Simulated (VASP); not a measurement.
# HgTe: single point with PBE

The system is HgTe.

```
CELL_PARAMETERS angstrom
0.00000 3.42072 3.09584
3.42072 0.00000 3.09584
3.42072 3.42072 0.00000
ATOMIC_POSITIONS crystal
Hg 0.00000 0.00000 0.00000
Te 0.25000 0.25000 0.25000
```

This cell differs from its parent crystal: epitaxial xy strain +4.0%.

| Item | Value |
| --- | --- |
| Program | VASP 6.6.1 |
| Task | single point |
| Functional | PBE |
| Potentials or basis | VASP PAW PBE potentials, release 64 (Hg, Te) |
| Cutoff | 520 eV |
| k mesh | 6 × 6 × 6 |
| Occupations | fermi-dirac, width 0.02 eV |
| Spin | no spin polarisation |

The pressure is 0.5 GPa. The band gap on the k mesh is 0.26 eV.

Stress tensor (GPa, compression positive):
```
0.11 0.00 0.00
0.00 0.11 0.00
0.00 0.00 1.28
```

Levels at points of the mesh, in eV from the valence-band top:
```
           k point  band 7  band 8  band 9  band 10  band 11  band 12
(0.00, 0.00, 0.00)   -0.82    0.00    0.00     0.26     4.49     4.52
(0.50, 0.00, 0.00)   -4.91   -0.93   -0.56     0.76     4.97     5.50
(0.50, 0.50, 0.00)   -4.65   -2.10   -2.10     1.57     2.56     8.44
(0.50, 0.00, 0.50)   -5.06   -1.82   -1.62     2.25     2.90     7.83
```

It took 19 s on 1 thread of Intel(R) Xeon(R) Platinum 8559C (Emerald Rapids) (shared host), peak memory 0.21 GiB.

Caveat: the cell differs from its parent crystal (epitaxial xy strain +4.0%); spin-orbit coupling is left out, which moves the levels of the heavy elements.
